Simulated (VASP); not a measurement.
Rb, 1 atom in the cell. The structure is cubic, space group Im-3m (No. 229). The conventional cell has a = 5.672 Å, b = 5.672 Å, c = 5.672 Å, α = 90.00°, β = 90.00°, γ = 90.00°. 

```yaml
Program: VASP 6.6.1
Task: single point
Functional: PBE
Potentials_or_basis: VASP PAW PBE potentials, release 64 (Rb_sv)
Cutoff: 520 eV
k_mesh: 8 × 8 × 8
Occupations: gaussian, width 1 eV
Spin: no spin polarisation
Dipole_correction: no
Further_INCAR_settings: ALGO = Normal; EDIFF = 1e-06; NBANDS = 10
```

Potentials or basis: VASP PAW PBE potentials, release 64 (Rb_sv).

Launch:

```bash
$ cat potpaw_PBE.64/Rb_sv/POTCAR > POTCAR
$ mpirun -np 1 vasp_std > vasp.out
```

Hardware: 1 thread of AMD EPYC 7R13, with other jobs on the host.

Q: Estimate the wall time of this run.

A: Run time: 38 s on 1 thread of AMD EPYC 7R13 (shared host), peak memory 0.2 GiB. Counts: scf iterations 10, k points 29.
